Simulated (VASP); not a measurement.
# Ge (Fd-3m) in VASP: a series of runs, part 3 of 3

VASP 6.6.1. The steps go on from the part before.

### Step 6. Single point, BLYP (volume scaled by 0.96)

INCAR reads:

```
PREC = Accurate ; ENCUT = 520
EDIFF = 1E-6 ; ISMEAR = -1
SIGMA = 0.05 ; LREAL = F
LASPH = T ; NELM = 100
ALGO = Normal ; ISIF = 2
LWAVE = F ; LCHARG = F
GGA = B5 ; ALDAX = 1.0
AGGAX = 1.0 ; AGGAC = 1.0
ALDAC = 0.0 ; NBANDS = 21
```

KPOINTS reads:

```
regular mesh
0
Gamma
  9 9 9
```

POSCAR reads:

```
Ge
1.0
    0.0000000000      2.9070874683      2.9070874683
    2.9070874683      0.0000000000      2.9070874683
    2.9070874683      2.9070874683      0.0000000000
Ge
2
Direct
    0.5000000000      0.5000000000      0.5000000000
    0.7500000000      0.7500000000      0.7500000000
```

Potentials or basis: VASP PAW PBE potentials, release 64 (Ge_d).

Started as:

```bash
cat potpaw_PBE.64/Ge_d/POTCAR > POTCAR
mpirun -np 1 vasp_std > vasp.out
```

OUTCAR:

```text
PREC = Accurate
   ENCUT = 520
   EDIFF = 1E-6
   ISMEAR = -1
   LREAL = F
   LASPH = T
   NELM = 100
   ISIF = 2
   GGA = B5

 ion  position               nearest neighbor table
   1  0.500  0.500  0.500-   2 2.52   2 2.52   2 2.52   2 2.52
   2  0.750  0.750  0.750-   1 2.52   1 2.52   1 2.52   1 2.52

  LATTYP: Found a face centered cubic cell.
 ALAT       =     5.8141749366

  Lattice vectors:

 A1 = (   0.0000000000,   2.9070874683,   2.9070874683)
 A2 = (   2.9070874683,   0.0000000000,   2.9070874683)
 A3 = (   2.9070874683,   2.9070874683,   0.0000000000)

Analysis of symmetry for initial positions (statically):
=====================================================================
 Subroutine PRICEL returns:
 Original cell was already a primitive cell.

 Routine SETGRP: Setting up the symmetry group for a
 face centered cubic supercell.

 Subroutine GETGRP returns: Found 48 space group operations
 (whereof 24 operations were pure point group operations)
 out of a pool of 48 trial point group operations.

The static configuration has the point symmetry T_d .
 The point group associated with its full space group is O_h .

Analysis of symmetry for dynamics (positions and initial velocities):
=====================================================================
 Subroutine PRICEL returns:
 Original cell was already a primitive cell.

 Routine SETGRP: Setting up the symmetry group for a
 face centered cubic supercell.

 Subroutine GETGRP returns: Found 48 space group operations
 (whereof 24 operations were pure point group operations)
 out of a pool of 48 trial point group operations.

The dynamic configuration has the point symmetry T_d .
 The point group associated with its full space group is O_h .

 Subroutine INISYM returns: Found 48 space group operations
[... 103 lines left out ...]
   ISIF   =      2    stress and relaxation
   ISYM   =      2    0-nonsym 1-usesym 2-fastsym
   POTIM  = 0.5000    time-step for ionic-motion
   TEBEG  =    0.0;   TEEND  =   0.0 temperature during run
   PSTRESS=    0.0 pullay stress
   NELECT =      28.0000    total number of electrons
   NUPDOWN=      -1.0000    fix difference up-down
   EMIN   =  10.00;   EMAX   =-10.00  energy-range for DOS
   EFERMI =   0.00;   METHOD = LEGACY
   ISMEAR =    -1;   SIGMA  =   0.05  broadening in eV -4-tet -1-fermi 0-gaus
   EFERMI_NEDOS =   21; number of points for ismear=-14 and -15
   IALGO  =     38    algorithm
   IMIX   =      4    mixing-type and parameters
     AMIX     =   0.40;   BMIX     =  1.00
     AMIX_MAG =   1.60;   BMIX_MAG =  1.00
  volume/ion in A,a.u.               =      24.57       165.79
  Fermi-wavevector in a.u.,A,eV,Ry     =   1.357249  2.564828 25.063616  1.842124
  Thomas-Fermi vector in A             =   2.484183
   LORBIT       =      0    0 simple, 1 ext, 2 COOP (PROOUT), +10 PAW based schemes
   GGA     = B5    functional components
   LHFCALC =     F    Hartree Fock is set to
   AEXX    =    0.0000 exact exchange contribution
   IVDW    =     0    specifies the selected vdW correction
   LEPSILON=     F    determine dielectric tensor
   LRPA    =     F    only Hartree local field effects (RPA)
 non-spin polarized calculation
  energy-cutoff  :      520.00
  volume of cell :       49.14
 maximum number of plane-waves:      1363
   NGX = 15   NGY = 15   NGZ = 15

 number of electron      27.9999978 magnetization

 Free energy of the ion-electron system (eV)
  ---------------------------------------------------
  ext. energy  EPLUGINS =         0.00000000
  ---------------------------------------------------
  free energy    TOTEN  =        -7.66859031 eV

  energy without entropy =       -7.66709980  energy(sigma->0) =       -7.66784505

 E-fermi :   4.5549     XC(G=0):  -8.9849

 val. band max:        4.4012984011   @ k =   0.1111   0.0000   0.0000
 cond. band min:       4.5951036713   @ k =   0.4444   0.0000   0.0000
 fundamental gap:      0.1938052702
 Fermi energy:         4.5548594503

 k-point     1 :       0.0000    0.0000    0.0000
  band No.  band energies     occupation
      1     -20.0500      2.00000
      2     -20.0500      2.00000
      3     -20.0500      2.00000
      4     -20.0180      2.00000
      5     -20.0180      2.00000
      6     -19.8470      2.00000
[... 565 lines left out ...]
     20      16.2756      0.00000
     21      17.2901      0.00000

 [... further k-points ...]
[... 5 lines left out ...]
  --------------------------------------------------------------------------------------
  -------------------------------------------------------------------------------------
  Total        0.6067578      0.6067578      0.6067578      0.0000000      0.0000000      0.0000000
  in kB       19.7843453     19.7843453     19.7843453      0.0000000      0.0000000      0.0000000
  external PRESSURE =      19.7843453 kB  Pullay stress =       0.0000000 kB

 VOLUME and BASIS-vectors are now :
 -----------------------------------------------------------------------------
  energy-cutoff  :      520.00
  volume of cell :       49.14
      direct lattice vectors                 reciprocal lattice vectors
     0.000000000  2.907087468  2.907087468    -0.171993449  0.171993449  0.171993449
     2.907087468  0.000000000  2.907087468     0.171993449 -0.171993449  0.171993449
     2.907087468  2.907087468  0.000000000     0.171993449  0.171993449 -0.171993449

 POSITION                                       TOTAL-FORCE (eV/Angst)
 -----------------------------------------------------------------------------------
      2.90709      2.90709      2.90709        -0.000000     -0.000000     -0.000000
      4.36063      4.36063      4.36063         0.000000      0.000000      0.000000
 -----------------------------------------------------------------------------------
    total drift:                                0.000000      0.000000      0.000000

  FREE ENERGIE OF THE ION-ELECTRON SYSTEM (eV)
  ---------------------------------------------------
  free  energy   TOTEN  =        -7.6685903057 eV

  energy  without entropy=       -7.6670998038  energy(sigma->0) =       -7.66784505
```

OSZICAR:

```text
N       E                     dE             d eps       ncg     rms          rms(c)
DAV:   1     0.195644795697E+03    0.19564E+03   -0.14739E+04  1635   0.357E+03
DAV:   2     0.210454496265E+02   -0.17460E+03   -0.16898E+03  1470   0.620E+02
DAV:   3    -0.677309709606E+01   -0.27819E+02   -0.27626E+02  1705   0.146E+02
DAV:   4    -0.774053819891E+01   -0.96744E+00   -0.96703E+00  1635   0.318E+01
DAV:   5    -0.775759233107E+01   -0.17054E-01   -0.17054E-01  1698   0.472E+00    0.267E+00
DAV:   6    -0.770140527830E+01    0.56187E-01   -0.27597E-02  1670   0.151E+00    0.160E+00
DAV:   7    -0.766713824085E+01    0.34267E-01   -0.66363E-02  1610   0.213E+00    0.155E-01
DAV:   8    -0.766848580986E+01   -0.13476E-02   -0.56810E-03  1620   0.952E-01    0.558E-02
DAV:   9    -0.766859177933E+01   -0.10597E-03   -0.24979E-04  1758   0.241E-01    0.199E-02
DAV:  10    -0.766858948877E+01    0.22906E-05   -0.17956E-05  1739   0.361E-02    0.501E-03
DAV:  11    -0.766859030573E+01   -0.81695E-06   -0.12343E-06  1320   0.128E-02
   1 F= -.76685903E+01 E0= -.76678451E+01  d E =-.149050E-02
```

Run time: 15 s. Hardware: 1 thread of Intel Xeon 6975P-C (Granite Rapids), shared host; peak memory 0.18 GiB.

What came out:

```
Free energy            : -7.6686 eV
Pressure               : 2.0 GPa
Band gap on the k mesh : zero (band 14 reaches 4.64 eV, above the bottom of band 15 at 4.60 eV)
```

Levels at points of the mesh, in eV from the Fermi level:
| k point | band 12 | band 13 | band 14 | band 15 | band 16 | band 17 |
| --- | --- | --- | --- | --- | --- | --- |
| (0.00, 0.00, 0.00) | -0.81 | 0.09 | 0.09 | 0.09 | 2.62 | 2.62 |

Caveat: the PAW data sets were made with another functional, which shifts forces and pressure a little.

### Step 7. Overview

```tsv
task	cell	k mesh	cutoff (eV)	gap on the mesh (eV)	pressure (GPa)
single point	a = 4.168 Å, angles 60.0°, 2 atoms	5 × 5 × 5	520	none	0.2
relaxation of cell and atoms	relaxed from a = 4.000 Å, angles 60.0°, 2 atoms	5 × 5 × 5	600	none	0.0
single point	a = 3.994 Å, angles 60.0°, 2 atoms	9 × 9 × 9	520	none	8.0
single point	a = 4.053 Å, angles 60.0°, 2 atoms	9 × 9 × 9	520	none	4.6
single point	a = 4.111 Å, angles 60.0°, 2 atoms	9 × 9 × 9	520	none	2.0
```

Alike in all rows: level BLYP; potentials or basis VASP PAW PBE potentials, release 64 (Ge_d); no spin polarisation; smearing fermi-dirac 0.05 eV.

Caveats: some runs use coarse meshes; the PAW data sets were made with another functional, which shifts forces and pressure a little.

Total energies depend on the potentials used, so only differences within one code and one set of settings carry meaning.
